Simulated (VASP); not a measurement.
# PtC18 in VASP: a series of runs

PtC18 is run at these levels: PBE; tasks: single point.

Everything below comes from runs of VASP 6.6.1. Logs are shortened: lines on timing, memory, paths and dates and some standing lists are left out, and cuts for length are marked.

### 1 The cell of the first run

The cell holds a slab with vacuum, 19 atoms: a = 7.398 Å, b = 7.398 Å, c = 12.000 Å, α = 90.00°, β = 90.00°, γ = 120.00°.

### 2 Single point, PBE

Input file INCAR:

```
SYSTEM = PtC18
  PREC = Accurate
  ENCUT = 520
  EDIFF = 1E-6
  ISMEAR = 0
  SIGMA = 0.02
  LREAL = .FALSE.
  LASPH = .TRUE.
  NELM = 120
  ALGO = Normal
  ISIF = 2
  LWAVE = .FALSE.
  LCHARG = .FALSE.
  GGA = PE
  NBANDS = 56
  GGA_COMPAT = .FALSE.
  NELMDL = -8
```

Input file KPOINTS:

```
regular mesh
0
G
  2 2 1
  0 0 0
```

Input file POSCAR:

```
PtC18
1.0
    7.3980000000      0.0000000000      0.0000000000
   -3.6990000000      6.4068560000      0.0000000000
    0.0000000000      0.0000000000     12.0000000000
C Pt
18 1
Direct
    0.0000285709      0.0000166753      0.0799127098
    0.2213240303      0.1106642779      0.0776924362
    0.0004224051      0.3336044931      0.0800364763
    0.2193212392      0.4409629136      0.0851645904
    0.0004226071      0.6668226476      0.0800363961
    0.2193215089      0.7783630407      0.0851643915
    0.3335163315      0.0004843281      0.0793197307
    0.5549624162      0.1111876366      0.0793355573
    0.3335163166      0.3330366431      0.0793201889
    0.5549624627      0.4437794877      0.0793360369
    0.3301827946      0.6650936378      0.0994339380
    0.5582852885      0.7791449066      0.0995501355
    0.6691238533      0.0032239116      0.0852445498
    0.8880132970      0.1106059581      0.0801117358
    0.6671447215      0.3335746858      0.0776686069
    0.8884434087      0.4442240017      0.0798183853
    0.6691239316      0.6659046345      0.0852448225
    0.8880133837      0.7774121014      0.0801118027
    0.4429575328      0.7214841187      0.2624969092
```

Potentials or basis: VASP PAW PBE potentials, release 64 (C, Pt).

The run is started by

```console
$ cat potpaw_PBE.64/C/POTCAR potpaw_PBE.64/Pt/POTCAR > POTCAR
$ mpirun -np 1 vasp_std > vasp.out
```

OUTCAR:

```text
SYSTEM = PtC18
   PREC = Accurate
   ENCUT = 520
   EDIFF = 1E-6
   ISMEAR = 0
   LREAL = .FALSE.
   LASPH = .TRUE.
   NELM = 120
   ISIF = 2
   GGA = PE
   NELMDL = -8

 ion  position               nearest neighbor table
   1  0.000  0.000  0.080-   2 1.42  14 1.43  18 1.43
   2  0.221  0.111  0.078-   1 1.42   7 1.42   9 1.42
   3  0.000  0.334  0.080-   4 1.40  16 1.43  14 1.43
   4  0.219  0.441  0.085-   3 1.40   9 1.43  11 1.45
   5  0.000  0.667  0.080-   6 1.40  16 1.43  18 1.43
   6  0.219  0.778  0.085-   5 1.40   7 1.43  11 1.45
   7  0.334  0.000  0.079-   8 1.42   2 1.42   6 1.43
   8  0.555  0.111  0.079-   7 1.42  15 1.42  13 1.43
   9  0.334  0.333  0.079-  10 1.42   2 1.42   4 1.43
  10  0.555  0.444  0.079-   9 1.42  15 1.42  17 1.43
  11  0.330  0.665  0.099-   4 1.45   6 1.45  12 1.46  19 2.09
  12  0.558  0.779  0.100-  17 1.45  13 1.45  11 1.46  19 2.09
  13  0.669  0.003  0.085-  14 1.40   8 1.43  12 1.45
  14  0.888  0.111  0.080-  13 1.40   1 1.43   3 1.43
  15  0.667  0.334  0.078-  16 1.42   8 1.42  10 1.42
  16  0.888  0.444  0.080-  15 1.42   3 1.43   5 1.43
  17  0.669  0.666  0.085-  18 1.40  10 1.43  12 1.45
  18  0.888  0.777  0.080-  17 1.40   1 1.43   5 1.43
  19  0.443  0.721  0.262-  11 2.09  12 2.09

  LATTYP: Found a hexagonal cell.
 ALAT       =     7.3980000000
 C/A-ratio  =     1.6220600162

  Lattice vectors:

 A1 = (   7.3980000000,   0.0000000000,   0.0000000000)
 A2 = (  -3.6990000000,   6.4068560000,   0.0000000000)
 A3 = (   0.0000000000,   0.0000000000,  12.0000000000)

Analysis of symmetry for initial positions (statically):
=====================================================================
 Subroutine PRICEL returns:
 Original cell was already a primitive cell.

 Routine SETGRP: Setting up the symmetry group for a
 hexagonal supercell.

 Subroutine GETGRP returns: Found  2 space group operations
 (whereof  1 operations were pure point group operations)
 out of a pool of 24 trial point group operations.

The static configuration has the point symmetry C_1 .
 The point group associated with its full space group is C_1h.

Analysis of symmetry for dynamics (positions and initial velocities):
=====================================================================
 Subroutine PRICEL returns:
 Original cell was already a primitive cell.

 Routine SETGRP: Setting up the symmetry group for a
 hexagonal supercell.

 Subroutine GETGRP returns: Found  2 space group operations
[... 122 lines left out ...]
   ISIF   =      2    stress and relaxation
   ISYM   =      2    0-nonsym 1-usesym 2-fastsym
   POTIM  = 0.5000    time-step for ionic-motion
   TEBEG  =    0.0;   TEEND  =   0.0 temperature during run
   PSTRESS=    0.0 pullay stress
   NELECT =      82.0000    total number of electrons
   NUPDOWN=      -1.0000    fix difference up-down
   EMIN   =  10.00;   EMAX   =-10.00  energy-range for DOS
   EFERMI =   0.00;   METHOD = LEGACY
   ISMEAR =     0;   SIGMA  =   0.02  broadening in eV -4-tet -1-fermi 0-gaus
   EFERMI_NEDOS =   21; number of points for ismear=-14 and -15
   IALGO  =     38    algorithm
   IMIX   =      4    mixing-type and parameters
     AMIX     =   0.40;   BMIX     =  1.00
     AMIX_MAG =   1.60;   BMIX_MAG =  1.00
  volume/ion in A,a.u.               =      29.94       202.01
  Fermi-wavevector in a.u.,A,eV,Ry     =   0.858419  1.622176 10.025902  0.736883
  Thomas-Fermi vector in A             =   1.975621
   LORBIT       =      0    0 simple, 1 ext, 2 COOP (PROOUT), +10 PAW based schemes
   GGA     = PE    functional components
   LHFCALC =     F    Hartree Fock is set to
   AEXX    =    0.0000 exact exchange contribution
   IVDW    =     0    specifies the selected vdW correction
   LEPSILON=     F    determine dielectric tensor
   LRPA    =     F    only Hartree local field effects (RPA)
 non-spin polarized calculation
 Gauss-broadening in eV      SIGMA  =   0.02
  energy-cutoff  :      520.00
  volume of cell :      568.78
 maximum number of plane-waves:     15363
 NGX is ok and might be reduce to    56
   NGX = 27   NGY = 27   NGZ = 45

 number of electron      81.9999997 magnetization

 Free energy of the ion-electron system (eV)
  ---------------------------------------------------
  ext. energy  EPLUGINS =         0.00000000
  ---------------------------------------------------
  free energy    TOTEN  =      -167.99777596 eV

  energy without entropy =     -167.99777596  energy(sigma->0) =     -167.99777596

 E-fermi :  -1.2402     XC(G=0):  -4.2148

 val. band max:       -1.3577421186   @ k =   0.0000   0.0000   0.0000
 cond. band min:      -1.0684970601   @ k =   0.0000   0.0000   0.0000
 fundamental gap:      0.2892450585
 Fermi energy:        -1.2402046159

 k-point     1 :       0.0000    0.0000    0.0000
  band No.  band energies     occupation
      1     -20.9163      2.00000
      2     -18.5477      2.00000
      3     -18.3633      2.00000
      4     -18.2985      2.00000
      5     -18.2745      2.00000
      6     -18.2528      2.00000
[... 157 lines left out ...]
     52       3.8927      0.00000
     53       4.2538      0.00000
 [bands above 53 left out]

------------------------ aborting loop because EDIFF is reached ----------------------------------------

  FORCE on cell =-STRESS in cart. coord.  units (eV):
  Direction    XX          YY          ZZ          XY          YZ          ZX
  --------------------------------------------------------------------------------------
  -------------------------------------------------------------------------------------
  Total        2.8275455      5.6278333      0.0543009     -2.4251204      0.0132538      0.0229561
  in kB        7.9648875     15.8529932      0.1529598     -6.8312998      0.0373344      0.0646648
  external PRESSURE =       7.9902802 kB  Pullay stress =       0.0000000 kB

 VOLUME and BASIS-vectors are now :
 -----------------------------------------------------------------------------
  energy-cutoff  :      520.00
  volume of cell :      568.78
      direct lattice vectors                 reciprocal lattice vectors
     7.398000000  0.000000000  0.000000000     0.135171668  0.078041398  0.000000000
    -3.699000000  6.406856000  0.000000000     0.000000000  0.156082796  0.000000000
     0.000000000  0.000000000 12.000000000     0.000000000  0.000000000  0.083333333

 POSITION                                       TOTAL-FORCE (eV/Angst)
 -----------------------------------------------------------------------------------
      0.00015      0.00011      0.95895        -0.005337     -0.003081     -0.004835
      1.22801      0.70901      0.93231        -0.003240     -0.001870     -0.003626
     -1.23088      2.13736      0.96044        -0.003910      0.000914      0.005009
     -0.00858      2.82519      1.02198        -0.000976      0.005859     -0.009588
     -2.46345      4.27224      0.96044        -0.001163     -0.003843      0.005009
     -1.25662      4.98686      1.02197         0.004586     -0.003775     -0.009588
[... 11 lines left out ...]
      3.69388      4.98077      0.96134         0.002600      0.006127      0.003696
      0.60823      4.62244      3.14996         0.011944      0.006896      0.084139
 -----------------------------------------------------------------------------------
    total drift:                               -0.040460      0.069006      0.000029

  FREE ENERGIE OF THE ION-ELECTRON SYSTEM (eV)
  ---------------------------------------------------
  free  energy   TOTEN  =      -167.9977759631 eV

  energy  without entropy=     -167.9977759631  energy(sigma->0) =     -167.99777596
```

stdout:

```text
POSCAR found type information on POSCAR C Pt
 POSCAR found :  2 types and      19 ions
 scaLAPACK will be used
 -----------------------------------------------------------------------------
|                                                                             |
|                                                                             |
|     You have a (more or less) 'large supercell' and for larger cells it     |
|     might be more efficient to use real-space projection operators.         |
|     Therefore, try LREAL= Auto in the INCAR file.                           |
|     Mind: For very accurate calculation, you might also keep the            |
|     reciprocal projection scheme (i.e. LREAL=.FALSE.).                      |
|                                                                             |
 -----------------------------------------------------------------------------

 LDA part: xc-table for (Slater+PW92), standard interpolation
 POSCAR, INCAR and KPOINTS ok, starting setup
 FFT: planning ... GRIDC
 FFT: planning ... GRID_SOFT
 FFT: planning ... GRID
 WAVECAR not read
 entering main loop
```

It took 2.6 min on 1 thread of AMD EPYC 7R13 (Zen 3), shared host; peak memory 0.59 GiB.

What came out:

- Free energy: -167.9978 eV
- Largest force: 0.085 eV/Å
- Band gap on the k mesh: 0.29 eV

Forces on the atoms (eV/Å):
```
C   -0.005 -0.003 -0.005
C   -0.003 -0.002 -0.004
C   -0.004  0.001  0.005
C   -0.001  0.006 -0.010
C   -0.001 -0.004  0.005
C    0.005 -0.004 -0.010
C    0.001 -0.006  0.002
C    0.002 -0.003  0.001
C   -0.004  0.004  0.002
C   -0.001  0.003  0.001
C   -0.041 -0.024 -0.033
C    0.027  0.016 -0.024
C   -0.001  0.000 -0.007
C    0.007 -0.001  0.004
C    0.004  0.002 -0.003
C    0.003  0.002 -0.004
C   -0.001  0.000 -0.007
C    0.003  0.006  0.004
Pt   0.012  0.007  0.084
```

Levels at points of the mesh, in eV from the valence-band top:
```tsv
k point	band 38	band 39	band 40	band 41	band 42	band 43	band 44	band 45
(0.00, 0.00, 0.00)	-1.16	-1.15	-0.30	0.00	0.29	0.56	0.95	3.60
(0.50, 0.00, 0.00)	-1.37	-1.05	-1.03	-0.87	0.34	1.80	2.45	2.56
(0.00, 0.50, 0.00)	-1.38	-1.34	-0.95	-0.85	0.51	1.80	2.52	2.54
```

Caveat: the k points lie up to 0.49 Å⁻¹ apart; spin-orbit coupling is left out, which moves the levels of the heavy elements.

### 3 Single point, PBE

Input file INCAR:

```
SYSTEM = PtC18
  ALGO = Normal
  EDIFF = 1E-6
  ENCUT = 520
  GGA = PE
  GGA_COMPAT = .False.
  ISIF = 2
  ISMEAR = 0
  LASPH = .True.
  LCHARG = .False.
  LREAL = .False.
  LWAVE = .False.
  NBANDS = 56
  NELM = 120
  NELMDL = -8
  PREC = Accurate
  SIGMA = 0.02
```

Input file KPOINTS:

```
k-points
0
Gamma
  2 2 1
  0 0 0
```

Input file POSCAR:

```
PtC18
1.0
    7.3980000000      0.0000000000      0.0000000000
   -3.6990000000      6.4068560000      0.0000000000
    0.0000000000      0.0000000000     12.0000000000
C Pt
18 1
Direct
    0.0024573366     -0.0007619962      0.0852448333
    0.2213467603      0.1107454265      0.0801118333
    0.0024571995      0.3365572755      0.0852445833
    0.2213466307      0.4439392738      0.0801117500
    0.0004780979      0.6669080747      0.0776685833
    0.2217767847      0.7775573542      0.0798184167
    0.3337558493      0.0001559267      0.0800364167
    0.5526549240      0.1116964389      0.0851644167
    0.3333619855      0.3333500862      0.0799127500
    0.5546573808      0.4439976488      0.0776924167
    0.3337557775      0.6669378865      0.0800365000
    0.5526546464      0.7742963163      0.0851645833
    0.6635161482     -0.0015730024      0.0994339167
    0.8916186909      0.1124782577      0.0995501667
    0.6668496499      0.3338177103      0.0793197500
    0.8882957770      0.4445209944      0.0793355833
    0.6668495897      0.6663699012      0.0793201667
    0.8882958042      0.7771128304      0.0793360000
    0.7762908937      1.0548175267      0.2624969167
```

Potentials or basis: VASP PAW PBE potentials, release 64 (C, Pt).

The run is started by

```console
$ cat potpaw_PBE.64/C/POTCAR potpaw_PBE.64/Pt/POTCAR > POTCAR
$ mpirun -np 1 vasp_std > vasp.out
```

OUTCAR:

```text
SYSTEM = PtC18
   EDIFF = 1E-6
   ENCUT = 520
   GGA = PE
   ISIF = 2
   ISMEAR = 0
   LASPH = .True.
   LREAL = .False.
   NELM = 120
   NELMDL = -8
   PREC = Accurate

 ion  position               nearest neighbor table
   1  0.002  0.999  0.085-   2 1.40  18 1.43  14 1.45
   2  0.221  0.111  0.080-   1 1.40   9 1.43   7 1.43
   3  0.002  0.337  0.085-   4 1.40  16 1.43  14 1.45
   4  0.221  0.444  0.080-   3 1.40   9 1.43  11 1.43
   5  0.000  0.667  0.078-   6 1.42  18 1.42  16 1.42
   6  0.222  0.778  0.080-   5 1.42  11 1.43   7 1.43
   7  0.334  0.000  0.080-   8 1.40   6 1.43   2 1.43
   8  0.553  0.112  0.085-   7 1.40  15 1.43  13 1.45
   9  0.333  0.333  0.080-  10 1.42   4 1.43   2 1.43
  10  0.555  0.444  0.078-   9 1.42  15 1.42  17 1.42
  11  0.334  0.667  0.080-  12 1.40   6 1.43   4 1.43
  12  0.553  0.774  0.085-  11 1.40  17 1.43  13 1.45
  13  0.664  0.998  0.099-  12 1.45   8 1.45  14 1.46  19 2.09
  14  0.892  0.112  0.100-   1 1.45   3 1.45  13 1.46  19 2.09
  15  0.667  0.334  0.079-  16 1.42  10 1.42   8 1.43
  16  0.888  0.445  0.079-  15 1.42   5 1.42   3 1.43
  17  0.667  0.666  0.079-  18 1.42  10 1.42  12 1.43
  18  0.888  0.777  0.079-  17 1.42   5 1.42   1 1.43
[... 210 lines left out ...]
      1     -20.9163      2.00000
      2     -18.5477      2.00000
      3     -18.3633      2.00000
      4     -18.2985      2.00000
      5     -18.2745      2.00000
      6     -18.2528      2.00000
[... 157 lines left out ...]
     52       3.8926      0.00000
     53       4.2538      0.00000
 [bands above 53 left out]

------------------------ aborting loop because EDIFF is reached ----------------------------------------

  FORCE on cell =-STRESS in cart. coord.  units (eV):
  Direction    XX          YY          ZZ          XY          YZ          ZX
  --------------------------------------------------------------------------------------
  -------------------------------------------------------------------------------------
  Total        2.8271837      5.6275170      0.0541312     -2.4251598      0.0132044      0.0228705
  in kB        7.9638683     15.8521022      0.1524816     -6.8314108      0.0371953      0.0644238
  external PRESSURE =       7.9894841 kB  Pullay stress =       0.0000000 kB

 VOLUME and BASIS-vectors are now :
 -----------------------------------------------------------------------------
  energy-cutoff  :      520.00
  volume of cell :      568.78
      direct lattice vectors                 reciprocal lattice vectors
     7.398000000  0.000000000  0.000000000     0.135171668  0.078041398  0.000000000
    -3.699000000  6.406856000  0.000000000     0.000000000  0.156082796  0.000000000
     0.000000000  0.000000000 12.000000000     0.000000000  0.000000000  0.083333333

 POSITION                                       TOTAL-FORCE (eV/Angst)
 -----------------------------------------------------------------------------------
     -3.67800      6.40197      1.02294        -0.000796     -0.000553     -0.007453
      1.22788      0.70953      0.96134         0.002748      0.006143      0.003677
     -1.22675      2.15627      1.02293        -0.000877     -0.000412     -0.007453
     -0.00461      2.84425      0.96134         0.006693     -0.000692      0.003677
     -2.46336      4.27278      0.93202         0.003801      0.002195     -0.003362
     -1.23548      4.98170      0.95782         0.003456      0.001995     -0.003774
[... 11 lines left out ...]
      3.69707      4.97885      0.95203        -0.001295      0.003185      0.000693
      5.54023      0.35121      3.14996         0.011887      0.006863      0.084215
 -----------------------------------------------------------------------------------
    total drift:                               -0.040520      0.070359      0.000158

  FREE ENERGIE OF THE ION-ELECTRON SYSTEM (eV)
  ---------------------------------------------------
  free  energy   TOTEN  =      -167.9977798159 eV

  energy  without entropy=     -167.9977798159  energy(sigma->0) =     -167.99777982
```

OSZICAR:

```text
N       E                     dE             d eps       ncg     rms          rms(c)
DAV:   1     0.659079314674E+03    0.65908E+03   -0.33250E+04   336   0.117E+03
DAV:   2    -0.802858433381E+02   -0.73937E+03   -0.70954E+03   504   0.279E+02
DAV:   3    -0.179960858159E+03   -0.99675E+02   -0.98193E+02   416   0.106E+02
[... 16 lines left out ...]
DAV:  20    -0.167997513957E+03   -0.12656E-02   -0.18528E-04   368   0.350E-02    0.169E-02
DAV:  21    -0.167997722790E+03   -0.20883E-03   -0.30817E-05   368   0.204E-02    0.618E-03
DAV:  22    -0.167997771650E+03   -0.48860E-04   -0.68059E-06   304   0.710E-03    0.155E-03
DAV:  23    -0.167997779325E+03   -0.76747E-05   -0.15960E-06   272   0.285E-03    0.104E-03
DAV:  24    -0.167997779816E+03   -0.49101E-06   -0.22620E-07   264   0.144E-03
   1 F= -.16799778E+03 E0= -.16799778E+03  d E =-.546015E-18
```

stdout:

```text
POSCAR found type information on POSCAR C Pt
 POSCAR found :  2 types and      19 ions
 scaLAPACK will be used
 -----------------------------------------------------------------------------
|                                                                             |
|                                                                             |
|     You have a (more or less) 'large supercell' and for larger cells it     |
|     might be more efficient to use real-space projection operators.         |
|     Therefore, try LREAL= Auto in the INCAR file.                           |
|     Mind: For very accurate calculation, you might also keep the            |
|     reciprocal projection scheme (i.e. LREAL=.FALSE.).                      |
|                                                                             |
 -----------------------------------------------------------------------------

 LDA part: xc-table for (Slater+PW92), standard interpolation
 POSCAR, INCAR and KPOINTS ok, starting setup
 FFT: planning ... GRIDC
 FFT: planning ... GRID_SOFT
 FFT: planning ... GRID
 WAVECAR not read
 entering main loop
```

Wall time 3.1 min (1 thread of AMD EPYC 7R13 (Zen 3), shared host); peak memory 0.59 GiB.

What came out:

* Free energy: -167.9978 eV
* Largest force: 0.085 eV/Å
* Band gap on the k mesh: 0.29 eV

Forces in eV/Å, atoms in the order of the input:
```
C   -0.001 -0.001 -0.007
C    0.003  0.006  0.004
C   -0.001  0.000 -0.007
C    0.007 -0.001  0.004
C    0.004  0.002 -0.003
C    0.003  0.002 -0.004
C   -0.001 -0.004  0.005
C    0.005 -0.004 -0.010
C   -0.005 -0.003 -0.005
C   -0.003 -0.002 -0.004
C   -0.004  0.001  0.005
C   -0.001  0.006 -0.010
C   -0.041 -0.024 -0.033
C    0.027  0.016 -0.024
C    0.001 -0.006  0.002
C    0.002 -0.003  0.001
C   -0.004  0.004  0.002
C   -0.001  0.003  0.001
Pt   0.012  0.007  0.084
```

Levels at points of the mesh, in eV from the valence-band top:
| k point | band 38 | band 39 | band 40 | band 41 | band 42 | band 43 | band 44 | band 45 |
| --- | --- | --- | --- | --- | --- | --- | --- | --- |
| (0.00, 0.00, 0.00) | -1.16 | -1.15 | -0.30 | 0.00 | 0.29 | 0.56 | 0.95 | 3.60 |
| (0.50, 0.00, 0.00) | -1.37 | -1.05 | -1.03 | -0.87 | 0.34 | 1.80 | 2.45 | 2.56 |
| (0.00, 0.50, 0.00) | -1.38 | -1.34 | -0.95 | -0.85 | 0.51 | 1.80 | 2.52 | 2.54 |

Caveat: the k points lie up to 0.49 Å⁻¹ apart; spin-orbit coupling is left out, which moves the levels of the heavy elements.
